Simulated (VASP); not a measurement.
# CsH (F-43m) in VASP: relaxation of cell and atoms with r2SCAN

Aim: the relaxation of cell and atoms of CsH with r2SCAN.

All numbers are computed with VASP 6.6.1; they aren't measurements. Logs are shortened: lines on timing, memory, paths and dates and some standing lists are left out, and cuts for length are marked.

### 1 The cell of the first run

It takes space group F-43m (No. 216, cubic). The conventional cell has a = 6.640 Å, b = 6.640 Å, c = 6.640 Å, α = 90.00°, β = 90.00°, γ = 90.00°. Within 3.8 Å of Cs (site symmetry -43m) lie 4 H at 2.88 Å. Within 3.8 Å of H (site symmetry -43m) lie 4 Cs at 2.88 Å.

### 2 Relaxation of cell and atoms, r2SCAN, target pressure 45 GPa, at which the enthalpy is minimised

Input file POSCAR:

```
CsH
1.0
    0.0000000000      3.3200000000      3.3200000000
    3.3200000000      0.0000000000      3.3200000000
    3.3200000000      3.3200000000      0.0000000000
Cs H
1 1
Direct
    0.0000000000      0.0000000000      0.0000000000
    0.2500000000      0.2500000000      0.2500000000
```

Input file INCAR.step1:

```
PREC = Accurate
ENCUT = 1350
ISMEAR = -1
SIGMA = 0.01
LREAL = False
LASPH = True
NELM = 120
GGA = PE
ALGO = Normal
EDIFF = 1E-5
LWAVE = True
LCHARG = False
GGA_COMPAT = False
IBRION = 2
ISIF = 3
EDIFFG = -0.005
NELMIN = 4
NSW = 100
```

Input file INCAR.step2:

```
PREC = Accurate
ENCUT = 1350
EDIFF = 1E-7
ISMEAR = -1
SIGMA = 0.01
LREAL = False
LASPH = True
NELM = 120
ALGO = Normal
ISIF = 3
LWAVE = False
LCHARG = False
METAGGA = R2SCAN
LMIXTAU = True
IBRION = 2
NSW = 80
EDIFFG = -0.02
PSTRESS = 450.0
ISTART = 1
GGA_COMPAT = False
NELMIN = 4
```

Input file KPOINTS:

```
regular mesh
0
Gamma
  4 4 4
```

Potentials or basis: VASP PAW PBE potentials, release 64 (Cs_sv, H_h).

Launch:

```
$ cat potpaw_PBE.64/Cs_sv/POTCAR potpaw_PBE.64/H_h/POTCAR > POTCAR
$ cp INCAR.step1 INCAR
$ mpirun -np 1 vasp_std > vasp.out
$ cp INCAR.step2 INCAR
$ mpirun -np 1 vasp_std > vasp.out
```

OUTCAR:

```text
PREC = Accurate
   ENCUT = 1350
   EDIFF = 1E-7
   ISMEAR = -1
   LREAL = False
   LASPH = True
   NELM = 120
   ISIF = 3
   METAGGA = R2SCAN
   IBRION = 2
   NSW = 80
   EDIFFG = -0.02
   PSTRESS = 450.0
   ISTART = 1
   NELMIN = 4

 ion  position               nearest neighbor table
   1  0.000  0.000  0.000-
   2  0.250  0.250  0.250-

  LATTYP: Found a face centered cubic cell.
 ALAT       =     6.6400000000

  Lattice vectors:

 A1 = (   0.0000000000,   3.3200000000,   3.3200000000)
 A2 = (   3.3200000000,   0.0000000000,   3.3200000000)
 A3 = (   3.3200000000,   3.3200000000,   0.0000000000)

Analysis of symmetry for initial positions (statically):
=====================================================================
 Subroutine PRICEL returns:
 Original cell was already a primitive cell.

 Routine SETGRP: Setting up the symmetry group for a
 face centered cubic supercell.

 Subroutine GETGRP returns: Found 24 space group operations
 (whereof 24 operations were pure point group operations)
 out of a pool of 48 trial point group operations.

The static configuration has the point symmetry T_d .

Analysis of symmetry for dynamics (positions and initial velocities):
=====================================================================
 Subroutine PRICEL returns:
 Original cell was already a primitive cell.

 Routine SETGRP: Setting up the symmetry group for a
 face centered cubic supercell.

 Subroutine GETGRP returns: Found 24 space group operations
 (whereof 24 operations were pure point group operations)
 out of a pool of 48 trial point group operations.

The dynamic configuration has the point symmetry T_d .

 Subroutine INISYM returns: Found 24 space group operations
 (whereof 24 operations are pure point group operations),
 and found     1 'primitive' translations

----------------------------------------------------------------------------------------

                                     Primitive cell

  volume of cell :      73.1887

  direct lattice vectors                    reciprocal lattice vectors
     0.000000000  3.320000000  3.320000000    -0.150602410  0.150602410  0.150602410
     3.320000000  0.000000000  3.320000000     0.150602410 -0.150602410  0.150602410
     3.320000000  3.320000000  0.000000000     0.150602410  0.150602410 -0.150602410

  length of vectors
     4.695189027  4.695189027  4.695189027     0.260851025  0.260851025  0.260851025

  position of ions in fractional coordinates (direct lattice)
     0.000000000  0.000000000  0.000000000
     0.250000000  0.250000000  0.250000000

  ion indices of the primitive-cell ions
   primitive index   ion index
                 1           1
                 2           2

----------------------------------------------------------------------------------------

 KPOINTS: regular mesh

Automatic generation of k-mesh.
 Grid dimensions read from file:
 generate k-points for:    4    4    4

 Generating k-lattice:

  Cartesian coordinates                     Fractional coordinates (reciprocal lattice)
    -0.037650602  0.037650602  0.037650602     0.250000000  0.000000000  0.000000000
     0.037650602 -0.037650602  0.037650602     0.000000000  0.250000000  0.000000000
     0.037650602  0.037650602 -0.037650602     0.000000000  0.000000000  0.250000000

  Length of vectors
     0.065212756  0.065212756  0.065212756

  Shift w.r.t. Gamma in fractional coordinates (k-lattice)
     0.000000000  0.000000000  0.000000000

 Subroutine IBZKPT returns following result:
 ===========================================

 Found      8 irreducible k-points:

 Following reciprocal coordinates:
            Coordinates               Weight
  0.000000  0.000000  0.000000      1.000000
  0.250000  0.000000  0.000000      8.000000
  0.500000  0.000000  0.000000      4.000000
  0.250000  0.250000  0.000000      6.000000
  0.500000  0.250000  0.000000     24.000000
 -0.250000  0.250000  0.000000     12.000000
  0.500000  0.500000  0.000000      3.000000
 -0.250000  0.500000  0.250000      6.000000
   k-points           NKPTS =      8   k-points in BZ     NKDIM =      8   number of bands    NBANDS=      9
   number of dos      NEDOS =    301   number of ions     NIONS =      2
   total plane-waves  NPLWV = 175616
   dimension x,y,z NGX =    56 NGY =   56 NGZ =   56
   dimension x,y,z NGXF=   112 NGYF=  112 NGZF=  112
   ions per type =               1   1
   NGX,Y,Z   is equivalent  to a cutoff of  19.83, 19.83, 19.83 a.u.
   NGXF,Y,Z  is equivalent  to a cutoff of  39.66, 39.66, 39.66 a.u.
 SYSTEM =  unknown system
   PREC   = accura    normal or accurate (medium, high low for compatibility)
   ISTART =      1    job   : 0-new  1-cont  2-samecut
   ICHARG =      0    charge: 1-file 2-atom 10-const
   ISPIN  =      1    spin polarized calculation?
   LNONCOLLINEAR =      F non collinear calculations
   LSORBIT =      F    spin-orbit coupling
   LASPH  =      T    aspherical Exc in radial PAW
   ENCUT  = 1350.0 eV  99.22 Ry    9.96 a.u.  14.07 14.07 14.07*2*pi/ulx,y,z
   NELM   =    120;   NELMIN=  4; NELMDL=  0     # of ELM steps
   EDIFF  = 0.1E-06   stopping-criterion for ELM
   LREAL  =      F    real-space projection
   EDIFFG = -.2E-01   stopping-criterion for IOM
   NSW    =     80    number of steps for IOM
   IBRION =      2    ionic relax: 0-MD 1-quasi-New 2-CG
   NFREE  =      1    steps in history (QN), initial steepest desc. (CG)
   ISIF   =      3    stress and relaxation
   ISYM   =      2    0-nonsym 1-usesym 2-fastsym
   POTIM  = 0.5000    time-step for ionic-motion
   TEBEG  =    0.0;   TEEND  =   0.0 temperature during run
   PSTRESS=  450.0 pullay stress
   NELECT =      10.0000    total number of electrons
   NUPDOWN=      -1.0000    fix difference up-down
   EMIN   =  10.00;   EMAX   =-10.00  energy-range for DOS
   EFERMI =   0.00;   METHOD = LEGACY
   ISMEAR =    -1;   SIGMA  =   0.01  broadening in eV -4-tet -1-fermi 0-gaus
   EFERMI_NEDOS =   21; number of points for ismear=-14 and -15
   IALGO  =     38    algorithm
   IMIX   =      4    mixing-type and parameters
     AMIX     =   0.40;   BMIX     =  1.00
     AMIX_MAG =   1.60;   BMIX_MAG =  1.00
  volume/ion in A,a.u.               =      36.59       246.95
  Fermi-wavevector in a.u.,A,eV,Ry     =   0.843193  1.593403  9.673384  0.710974
  Thomas-Fermi vector in A             =   1.958021
   LORBIT       =      0    0 simple, 1 ext, 2 COOP (PROOUT), +10 PAW based schemes
   METAGGA = R2SCAN    functional components
   LHFCALC =     F    Hartree Fock is set to
   AEXX    =    0.0000 exact exchange contribution
   IVDW    =     0    specifies the selected vdW correction
   LEPSILON=     F    determine dielectric tensor
   LRPA    =     F    only Hartree local field effects (RPA)
 conjugate gradient relaxation of ions
 non-spin polarized calculation
  energy-cutoff  :     1350.00
  volume of cell :       73.19
 maximum number of plane-waves:      8291
   NGX = 29   NGY = 29   NGZ = 29

--------------------------------------- Ionic step        1  -------------------------------------------

 number of electron      10.0000000 magnetization

 Free energy of the ion-electron system (eV)
  ---------------------------------------------------
  ext. energy  EPLUGINS =         0.00000000
  ---------------------------------------------------
  free energy    TOTEN  =       -28.76319342 eV

  energy without entropy =      -28.76319342  energy(sigma->0) =      -28.76319342

 E-fermi :  -0.4401     XC(G=0):  -6.8930

 val. band max:       -0.7059216404   @ k =  -0.2500   0.5000   0.2500
 cond. band min:       2.2729097823   @ k =   0.5000   0.5000   0.0000
 fundamental gap:      2.9788314228
 Fermi energy:        -0.4400908155

 k-point     1 :       0.0000    0.0000    0.0000
  band No.  band energies     occupation
      1     -22.3440      2.00000
      2      -8.5567      2.00000
      3      -8.5567      2.00000
      4      -8.5567      2.00000
      5      -1.9038      2.00000
      6       3.9828      0.00000
      7       4.9526      0.00000
      8       4.9526      0.00000
      9       4.9526      0.00000

 k-point     2 :       0.2500    0.0000    0.0000
  band No.  band energies     occupation
      1     -22.3171      2.00000
      2      -8.9013      2.00000
      3      -8.5945      2.00000
      4      -8.5945      2.00000
      5      -1.3783      2.00000
      6       3.0503      0.00000
      7       5.1449      0.00000
      8       5.1449      0.00000
      9       6.4890      0.00000
[... 99 lines left out ...]
  FREE ENERGIE OF THE ION-ELECTRON SYSTEM (eV)
  ---------------------------------------------------
  free  energy   TOTEN  =       -28.7631934234 eV

  energy  without entropy=      -28.7631934234  energy(sigma->0) =      -28.76319342

  enthalpy is  TOTEN    =        -8.2068351581 eV   P V=       20.5563582653

--------------------------------------- Ionic step        2  -------------------------------------------

 number of electron      10.0000000 magnetization

 E-fermi :  19.8322     XC(G=0): -18.4906

 val. band max:       19.5982419891   @ k =   0.2500   0.2500   0.0000
 cond. band min:      20.2183026907   @ k =   0.0000   0.0000   0.0000
 fundamental gap:      0.6200607016
 Fermi energy:        19.8322415975

 k-point     1 :       0.0000    0.0000    0.0000
  band No.  band energies     occupation
      1     -19.7656      2.00000
      2      17.6618      2.00000
      3      20.2183      0.00000
      4      20.2183      0.00000
      5      20.2183      0.00000
      6      24.1577      0.00000
      7      24.1577      0.00000
      8      24.1577      0.00000
      9      36.2608      0.00000

 k-point     2 :       0.2500    0.0000    0.0000
  band No.  band energies     occupation
      1     -17.1577      2.00000
      2       4.4364      2.00000
      3      16.8436      2.00000
      4      16.8436      2.00000
      5      18.3402      2.00000
      6      26.1727      0.00000
      7      26.1727      0.00000
      8      29.3954      0.00000
      9      32.7825      0.00000
[... 289 lines left out ...]
  FREE ENERGIE OF THE ION-ELECTRON SYSTEM (eV)
  ---------------------------------------------------
  free  energy   TOTEN  =       -25.2775094877 eV

  energy  without entropy=      -25.2762098367  energy(sigma->0) =      -25.27685966

  enthalpy is  TOTEN    =       -17.2794488721 eV   P V=        7.9980606156

--------------------------------------- Ionic step        8  -------------------------------------------

 number of electron      10.0000000 magnetization

 Free energy of the ion-electron system (eV)
  ---------------------------------------------------
  ext. energy  EPLUGINS =         0.00000000
  ---------------------------------------------------
  free energy    TOTEN  =       -25.23861797 eV

  energy without entropy =      -25.23731831  energy(sigma->0) =      -25.23796814

 E-fermi :   5.8445     XC(G=0): -11.4683

 val. band max:        5.5479068558   @ k =   0.5000   0.5000   0.0000
 cond. band min:       5.8445334562   @ k =  -0.2500   0.5000   0.2500
 fundamental gap:      0.2966266004
 Fermi energy:         5.8445334562

 k-point     1 :       0.0000    0.0000    0.0000
  band No.  band energies     occupation
      1     -18.6765      2.00000
      2      -1.4210      2.00000
      3      -1.4210      2.00000
      4      -1.4210      2.00000
      5       3.9212      2.00000
      6      10.5494      0.00000
      7      10.5494      0.00000
      8      10.5494      0.00000
      9      10.8654      0.00000

 k-point     2 :       0.2500    0.0000    0.0000
  band No.  band energies     occupation
      1     -18.0239      2.00000
      2      -4.9243      2.00000
      3      -1.8104      2.00000
      4      -1.8104      2.00000
      5       4.0946      2.00000
      6      11.0425      0.00000
      7      11.0425      0.00000
      8      11.0674      0.00000
      9      14.4043      0.00000
[... 92 lines left out ...]
 POSITION                                       TOTAL-FORCE (eV/Angst)
 -----------------------------------------------------------------------------------
      0.00000      0.00000      0.00000         0.000000      0.000000      0.000000
      1.20988      1.20988      1.20988        -0.000000     -0.000000     -0.000000
 -----------------------------------------------------------------------------------
    total drift:                                0.000000      0.000000     -0.000000

  FREE ENERGIE OF THE ION-ELECTRON SYSTEM (eV)
  ---------------------------------------------------
  free  energy   TOTEN  =       -25.2386179658 eV

  energy  without entropy=      -25.2373183148  energy(sigma->0) =      -25.23796814

  enthalpy is  TOTEN    =       -17.2797381256 eV   P V=        7.9588798402

 reached required accuracy - stopping structural energy minimisation
```

It took 42 min on 1 thread of AMD EPYC 7R43 (Zen 3), shared host; peak memory 0.61 GiB.

What came out:

* Free energy: -25.2386 eV
* Relaxed volume: 14.17 Å³/atom
* Relaxed cell: a = 3.422 Å, b = 3.422 Å, c = 3.422 Å, α = 60.00°, β = 60.00°, γ = 60.00°
* Space group after relaxing (to 0.1 Å): F-43m (No. 216)
* Energy change on relaxing (the run minimises the enthalpy): +1762.3 meV/atom
* Ionic steps: 8
* Pressure after relaxing: 45.0 GPa
* Band gap on the k mesh: zero (bands 5 and 6 overlap by 0.30 eV)

The path:
```csv
step,energy change (eV),largest force (eV/Å),pressure (GPa),volume (Å³)
1,0.0000,0.0000,1.37,73.19
2,32.5915,0.0000,1068.30,10.25
3,2.0339,0.0000,25.63,35.26
4,2.4080,0.0000,30.63,33.13
5,3.4181,0.0000,43.18,28.72
6,3.5925,0.0000,46.16,28.10
7,3.4857,0.0000,44.33,28.48
8,3.5246,0.0000,44.99,28.34
```

Final structure:
```
CELL_PARAMETERS angstrom
0.00000 2.41977 2.41977
2.41977 0.00000 2.41977
2.41977 2.41977 0.00000
ATOMIC_POSITIONS crystal
Cs 0.00000 0.00000 0.00000
H 0.25000 0.25000 0.25000
```

Caveat: the k points lie up to 0.56 Å⁻¹ apart in the final cell; the cell is relaxed towards a set pressure, so the run minimises the enthalpy, not the energy; the volume moved by over 15 % at a fixed basis, so the end points are rough; the PAW data sets were made with another functional, which shifts forces and pressure a little; spin-orbit coupling is left out, which moves the levels of the heavy elements.

The gap in the log of VASP goes by the Fermi energy; the results here count the filled bands.